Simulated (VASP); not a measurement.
A run of VASP 6.6.1:

The input INCAR:

```
  ALGO = Normal
  EDIFF = 1E-7
  ENCUT = 520
  GGA = PE
  ISIF = 2
  ISMEAR = 1
  LASPH = True
  LCHARG = False
  LREAL = False
  LWAVE = False
  NBANDS = 21
  NELM = 100
  PREC = Accurate
  SIGMA = 0.1
```

KPOINTS

```
k-points
0
Gamma
  8 8 8
```

The input POSCAR:

```
Sn
1.0
    0.0000000000      3.3173632544      3.3173632544
    3.3173632544      0.0000000000      3.3173632544
    3.3173632544      3.3173632544      0.0000000000
Sn
2
Direct
    0.0000000000      0.0000000000      0.0000000000
    0.2500000000      0.2500000000      0.2500000000
```

Potentials or basis: VASP PAW PBE potentials, release 64 (Sn_d).

Launch:

```bash
$ cat potpaw_PBE.64/Sn_d/POTCAR > POTCAR
$ mpirun -np 1 vasp_std > vasp.out
```

Hardware: 1 thread of Intel Xeon 8259CL (shared host).

**Question.** How long does it take, and how much memory?

**Answer.** It took 59 s on 1 thread of Intel Xeon 8259CL (shared host), peak memory 0.21 GiB. Counts: scf iterations 12, k points 29.
